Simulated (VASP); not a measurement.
# WS2 (Tungstenite) (P1) in VASP: notebook, part 2 of 2

VASP 6.6.1.

### Step 4. Single point, r2SCAN

This run uses another cell than the first one, of 18.11 Å³/atom, 0.982 times its volume.

Input file POSCAR:

```
WS2
1.0
    1.5858867090      0.9156121184      6.2374759783
   -1.5858867090      0.9156121184      6.2374759783
    0.0000000000     -1.8312242367      6.2374759783
W S
1 2
Direct
   -0.0079673572     -0.0035414420      0.0165186782
    0.2579266722      0.2721452163      0.2083247027
    0.4118143859      0.4273444990      0.3983411915
```

Input file INCAR.step1:

```
SYSTEM = WS2
  ALGO = Normal
  EDIFF = 1E-4
  ENCUT = 520
  GGA = PE
  ISMEAR = -1
  LASPH = .True.
  LCHARG = .False.
  LREAL = .False.
  LWAVE = .True.
  NBANDS = 20
  NELM = 60
  PREC = Accurate
  SIGMA = 0.146
```

Input file INCAR.step2:

```
SYSTEM = WS2
  ALGO = Normal
  EDIFF = 1E-7
  ENCUT = 520
  ISIF = 2
  ISMEAR = -1
  ISTART = 1
  LASPH = .True.
  LCHARG = .True.
  LELF = .True.
  LMIXTAU = .True.
  LREAL = .False.
  LVHAR = .True.
  LWAVE = .False.
  METAGGA = R2SCAN
  NBANDS = 20
  NELM = 60
  PREC = Accurate
  SIGMA = 0.146
```

Input file KPOINTS:

```
k-points
0
Gamma
  6 6 6
  0 0 0
```

Potentials or basis: VASP PAW PBE potentials, release 64 (W_sv, S).

On the command line:

```bash
$ cat potpaw_PBE.64/W_sv/POTCAR potpaw_PBE.64/S/POTCAR > POTCAR
$ cp INCAR.step1 INCAR
$ mpirun -np 1 vasp_std > vasp.out
$ cp INCAR.step2 INCAR
$ mpirun -np 1 vasp_std > vasp.out
```

OUTCAR:

```text
SYSTEM = WS2
   EDIFF = 1E-7
   ENCUT = 520
   ISIF = 2
   ISMEAR = -1
   ISTART = 1
   LASPH = .True.
   LREAL = .False.
   METAGGA = R2SCAN
   NELM = 60
   PREC = Accurate

 ion  position               nearest neighbor table
   1  0.992  0.996  0.017-   3 2.29   3 2.32   3 2.40   2 2.41   2 2.43   2 2.58
   2  0.258  0.272  0.208-   1 2.41   1 2.43   1 2.58
   3  0.412  0.427  0.398-   1 2.29   1 2.32   1 2.40

  LATTYP: Found a trigonal (rhomboedric) cell.
 ALAT       =     6.5007298656
 COS(alpha) =     0.8809717426

  Lattice vectors:

 A1 = (   1.5858867090,   0.9156121184,   6.2374759783)
 A2 = (  -1.5858867090,   0.9156121184,   6.2374759783)
 A3 = (   0.0000000000,  -1.8312242367,   6.2374759783)

Analysis of symmetry for initial positions (statically):
=====================================================================
 Subroutine PRICEL returns:
 Original cell was already a primitive cell.

 Routine SETGRP: Setting up the symmetry group for a
 trigonal (rhombohedral) supercell.

 Subroutine GETGRP returns: Found  1 space group operations
 (whereof  1 operations were pure point group operations)
 out of a pool of 12 trial point group operations.

The static configuration has the point symmetry C_1 .

Analysis of symmetry for dynamics (positions and initial velocities):
=====================================================================
 Subroutine PRICEL returns:
 Original cell was already a primitive cell.

 Routine SETGRP: Setting up the symmetry group for a
 trigonal (rhombohedral) supercell.

 Subroutine GETGRP returns: Found  1 space group operations
 (whereof  1 operations were pure point group operations)
 out of a pool of 12 trial point group operations.

The dynamic configuration has the point symmetry C_1 .

 Subroutine INISYM returns: Found  1 space group operations
 (whereof  1 operations are pure point group operations),
 and found     1 'primitive' translations

----------------------------------------------------------------------------------------

                                     Primitive cell

  volume of cell :      54.3430

  direct lattice vectors                    reciprocal lattice vectors
     1.585886709  0.915612118  6.237475978     0.315281033  0.182027589  0.053440420
    -1.585886709  0.915612118  6.237475978    -0.315281033  0.182027589  0.053440420
     0.000000000 -1.831224237  6.237475978     0.000000000 -0.364055179  0.053440420

  length of vectors
     6.500729866  6.500729866  6.500729866     0.367956589  0.367956589  0.367956589

  position of ions in fractional coordinates (direct lattice)
     0.992032643  0.996458558  0.016518678
     0.257926672  0.272145216  0.208324703
     0.411814386  0.427344499  0.398341192

  ion indices of the primitive-cell ions
   primitive index   ion index
                 1           1
                 2           2
                 3           3

----------------------------------------------------------------------------------------

 KPOINTS: k-points

Automatic generation of k-mesh.
 Grid dimensions read from file:
 generate k-points for:    6    6    6

 Generating k-lattice:

  Cartesian coordinates                     Fractional coordinates (reciprocal lattice)
     0.052546839  0.030337932  0.008906737     0.166666667  0.000000000  0.000000000
    -0.052546839  0.030337932  0.008906737     0.000000000  0.166666667  0.000000000
     0.000000000 -0.060675863  0.008906737    -0.000000000 -0.000000000  0.166666667

  Length of vectors
     0.061326098  0.061326098  0.061326098

  Shift w.r.t. Gamma in fractional coordinates (k-lattice)
     0.000000000  0.000000000  0.000000000

 Subroutine IBZKPT returns following result:
 ===========================================

 Found    112 irreducible k-points:

 Following reciprocal coordinates:
            Coordinates               Weight
  0.000000  0.000000  0.000000      1.000000
  0.166667 -0.000000 -0.000000      2.000000
 -0.000000  0.166667 -0.000000      2.000000
  0.000000  0.000000  0.166667      2.000000
  0.333333  0.000000  0.000000      2.000000
  0.000000  0.333333  0.000000      2.000000
[... 16 lines left out ...]
 -0.166667  0.500000 -0.000000      2.000000
  0.166667  0.000000  0.500000      2.000000
 [... further k-points ...]
   k-points           NKPTS =    112   k-points in BZ     NKDIM =    112   number of bands    NBANDS=     20
   number of dos      NEDOS =    301   number of ions     NIONS =      3
   total plane-waves  NPLWV = 110592
   dimension x,y,z NGX =    48 NGY =   48 NGZ =   48
   dimension x,y,z NGXF=    96 NGYF=   96 NGZF=   96
   ions per type =               1   2
   NGX,Y,Z   is equivalent  to a cutoff of  12.28, 12.28, 12.28 a.u.
   NGXF,Y,Z  is equivalent  to a cutoff of  24.55, 24.55, 24.55 a.u.
 SYSTEM =  WS2
   PREC   = accura    normal or accurate (medium, high low for compatibility)
   ISTART =      1    job   : 0-new  1-cont  2-samecut
   ICHARG =      0    charge: 1-file 2-atom 10-const
   ISPIN  =      1    spin polarized calculation?
   LNONCOLLINEAR =      F non collinear calculations
   LSORBIT =      F    spin-orbit coupling
   LASPH  =      T    aspherical Exc in radial PAW
   ENCUT  =  520.0 eV  38.22 Ry    6.18 a.u.  12.09 12.09 12.09*2*pi/ulx,y,z
   NELM   =     60;   NELMIN=  2; NELMDL=  0     # of ELM steps
   EDIFF  = 0.1E-06   stopping-criterion for ELM
   LREAL  =      F    real-space projection
   EDIFFG = 0.1E-05   stopping-criterion for IOM
   NSW    =      0    number of steps for IOM
   IBRION =     -1    ionic relax: 0-MD 1-quasi-New 2-CG
   NFREE  =      0    steps in history (QN), initial steepest desc. (CG)
   ISIF   =      2    stress and relaxation
   ISYM   =      2    0-nonsym 1-usesym 2-fastsym
   POTIM  = 0.5000    time-step for ionic-motion
   TEBEG  =    0.0;   TEEND  =   0.0 temperature during run
   PSTRESS=    0.0 pullay stress
   NELECT =      26.0000    total number of electrons
   NUPDOWN=      -1.0000    fix difference up-down
   EMIN   =  10.00;   EMAX   =-10.00  energy-range for DOS
   EFERMI =   0.00;   METHOD = LEGACY
   ISMEAR =    -1;   SIGMA  =   0.15  broadening in eV -4-tet -1-fermi 0-gaus
   EFERMI_NEDOS =   21; number of points for ismear=-14 and -15
   IALGO  =     38    algorithm
   IMIX   =      4    mixing-type and parameters
     AMIX     =   0.40;   BMIX     =  1.00
     AMIX_MAG =   1.60;   BMIX_MAG =  1.00
  volume/ion in A,a.u.               =      18.11       122.24
  Fermi-wavevector in a.u.,A,eV,Ry     =   1.280417  2.419637 22.306303  1.639467
  Thomas-Fermi vector in A             =   2.412846
   LORBIT       =      0    0 simple, 1 ext, 2 COOP (PROOUT), +10 PAW based schemes
   METAGGA = R2SCAN    functional components
   LHFCALC =     F    Hartree Fock is set to
   AEXX    =    0.0000 exact exchange contribution
   IVDW    =     0    specifies the selected vdW correction
   LEPSILON=     F    determine dielectric tensor
   LRPA    =     F    only Hartree local field effects (RPA)
 non-spin polarized calculation
  energy-cutoff  :      520.00
  volume of cell :       54.34
 maximum number of plane-waves:      1476
   NGX = 25   NGY = 25   NGZ = 25

 number of electron      25.9999999 magnetization

 Free energy of the ion-electron system (eV)
  ---------------------------------------------------
  ext. energy  EPLUGINS =         0.00000000
  ---------------------------------------------------
  free energy    TOTEN  =       -69.73836366 eV

  energy without entropy =      -69.73540836  energy(sigma->0) =      -69.73688601

 E-fermi :   7.5110     XC(G=0): -11.5130

 val. band max:        7.1895930213   @ k =   0.5000   0.5000   0.5000
 cond. band min:       8.0864286589   @ k =   0.1667   0.0000  -0.1667
 fundamental gap:      0.8968356376
 Fermi energy:         7.5109775984

 k-point     1 :       0.0000    0.0000    0.0000
  band No.  band energies     occupation
      1     -69.5198      2.00000
      2     -33.1413      2.00000
      3     -32.9765      2.00000
      4     -32.9504      2.00000
      5      -9.2731      2.00000
      6      -7.1904      2.00000
[... 12 lines left out ...]
     19      15.6462      0.00000
     20      15.8074      0.00000

 k-point     2 :       0.1667   -0.0000   -0.0000
  band No.  band energies     occupation
      1     -69.5147      2.00000
      2     -33.1241      2.00000
      3     -33.0662      2.00000
      4     -32.9783      2.00000
      5      -8.8011      2.00000
      6      -7.0611      2.00000
[... 498 lines left out ...]
 k-point    24 :       0.1667    0.0000    0.5000
  band No.  band energies     occupation
      1     -69.4997      2.00000
      2     -33.2741      2.00000
      3     -33.1118      2.00000
      4     -33.0709      2.00000
      5      -7.1661      2.00000
      6      -6.3928      2.00000
[... 12 lines left out ...]
     19      15.4176      0.00000
     20      16.2231      0.00000

 [... further k-points ...]
[... 5 lines left out ...]
  --------------------------------------------------------------------------------------
  -------------------------------------------------------------------------------------
  Total        1.9899912      0.5747492      1.4646264     -0.1305264      0.2790907      0.1417102
  in kB       58.6702450     16.9451393     43.1810919     -3.8482656      8.2283387      4.1779941
  external PRESSURE =      39.5988254 kB  Pullay stress =       0.0000000 kB

 VOLUME and BASIS-vectors are now :
 -----------------------------------------------------------------------------
  energy-cutoff  :      520.00
  volume of cell :       54.34
      direct lattice vectors                 reciprocal lattice vectors
     1.585886709  0.915612118  6.237475978     0.315281033  0.182027589  0.053440420
    -1.585886709  0.915612118  6.237475978    -0.315281033  0.182027589  0.053440420
     0.000000000 -1.831224237  6.237475978     0.000000000 -0.364055179  0.053440420

 POSITION                                       TOTAL-FORCE (eV/Angst)
 -----------------------------------------------------------------------------------
     -0.00702      1.79044     12.50620        -0.394854      2.309717     -3.456925
     -0.02255      0.10385      4.60573         0.138751     -1.180930      1.293648
     -0.02463      0.03889      7.71888         0.256103     -1.128787      2.163277
 -----------------------------------------------------------------------------------
    total drift:                               -0.000003     -0.000048      0.000099

  FREE ENERGIE OF THE ION-ELECTRON SYSTEM (eV)
  ---------------------------------------------------
  free  energy   TOTEN  =       -69.7383636626 eV

  energy  without entropy=      -69.7354083604  energy(sigma->0) =      -69.73688601
```

Wall time 9.8 min (1 thread of Intel Xeon 6975P-C (Granite Rapids), shared host); peak memory 0.41 GiB.

What came out:

* Free energy: -69.7384 eV
* Pressure: 4.0 GPa
* Largest force: 4.176 eV/Å
* Band gap on the k mesh: 0.90 eV, indirect (least direct gap 1.53 eV)

Forces on the atoms (eV/Å):
```
W   -0.395  2.310 -3.457
S    0.139 -1.181  1.294
S    0.256 -1.129  2.163
```

Caveat: the PAW data sets were made with another functional, which shifts forces and pressure a little; spin-orbit coupling is left out, which moves the levels of the heavy elements.

### Step 5. Summary

```tsv
level	cell	gap on the mesh (eV)	pressure (GPa)	largest force (eV/Å)
PBE	a = 6.541 Å, angles 28.2°, 3 atoms	0.80	6.6	2.63
PBE	a = 6.599 Å, angles 28.2°, 3 atoms	0.80	2.1	2.84
r2SCAN	a = 6.501 Å, angles 28.2°, 3 atoms	0.90	4.0	4.18
```

Alike in all rows: task single point; potentials or basis VASP PAW PBE potentials, release 64 (W_sv, S); no spin polarisation; k mesh 6 × 6 × 6; cutoff (eV) 520; smearing fermi-dirac 0.146 eV.

Caveats: spin-orbit coupling is left out, which moves the levels of the heavy elements; forces of over 1 eV/Å act on the atoms, so gaps and moduli don't describe the material at rest (some runs); the PAW data sets were made with another functional, which shifts forces and pressure a little (some runs).

Total energies depend on the potentials used, so only differences within one code and one set of settings carry meaning.
